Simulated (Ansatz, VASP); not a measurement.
One calculation of HfO2, two programs

Contents of INCAR:

```
PREC = Accurate
ENCUT = 600
EDIFF = 1E-6
ISMEAR = 0
SIGMA = 0.02
LREAL = False
LASPH = True
NELM = 120
ALGO = Normal
ISIF = 2
LWAVE = False
LCHARG = False
GGA = PS
NBANDS = 31
GGA_COMPAT = False
```

Contents of KPOINTS:

```
Automatic mesh
0
Gamma
  6 6 4
```

Contents of POSCAR:

```
HfO2
1.0
    3.6647595700      0.0000000000      0.0000000000
    0.0000000000      3.6647595700      0.0000000000
    0.0000000000      0.0000000000      4.8749750212
Hf O
2 4
Direct
    0.5000000000      0.5000000000      0.5000000000
    0.0000000000      0.0000000000      0.0000000000
    0.0000000000      0.5000000000      0.6972080000
    0.5000000000      0.0000000000      0.8027920000
    0.5000000000      0.0000000000      0.3027920000
    0.0000000000      0.5000000000      0.1972080000
```

Input for Ansatz:

```yaml
crystal:
  lattice:
    - [3.6647595699999997, 0.0, 0.0]
    - [0.0, 3.6647595699999997, 0.0]
    - [0.0, 0.0, 4.8749750212084075]
  atoms:
    - { symbol: Hf, position: [0.5, 0.5, 0.5] }
    - { symbol: Hf, position: [0.0, 0.0, 0.0] }
    - { symbol: O, position: [0.0, 0.5, 0.697208] }
    - { symbol: O, position: [0.5, 0.0, 0.802792] }
    - { symbol: O, position: [0.5, 0.0, 0.302792] }
    - { symbol: O, position: [0.0, 0.5, 0.197208] }
basis:
  ecutwfc: 550.0
kpoints:
  mp_grid:
    grid: [6, 6, 4]
hamiltonian:
  xc: pbesol
  pseudopotentials:
    kind: paw
scf:
  occupations:
    method: gaussian
    width: 0.02
output:
  stress: true
```

Alike in both runs: task single point; functional PBEsol; k mesh 6 × 6 × 4; occupations gaussian, width 0.02 eV; no spin polarisation.

|  | VASP | Ansatz |
| --- | --- | --- |
| version | VASP 6.6.1 | Ansatz 0.2.0 |
| potentials or method | VASP PAW PBE potentials, release 64 (Hf_pv, O), cutoff 600 eV | plane waves, PAW |
| valence electrons in the cell | 44 | 76 |

```tsv
	VASP	Ansatz	Ansatz less VASP
pressure (GPa)	-3.3	0.2	+3.49
traceless stress, the component that is largest in VASP (GPa)	21.88	21.41	-0.462
```

VASP's potentials were made for PBE, not for PBEsol. VASP's potentials hold 44 valence electrons a cell and Ansatz's 76, so a difference there can come from the potentials and not from the codes.

Spin-orbit coupling is off throughout.
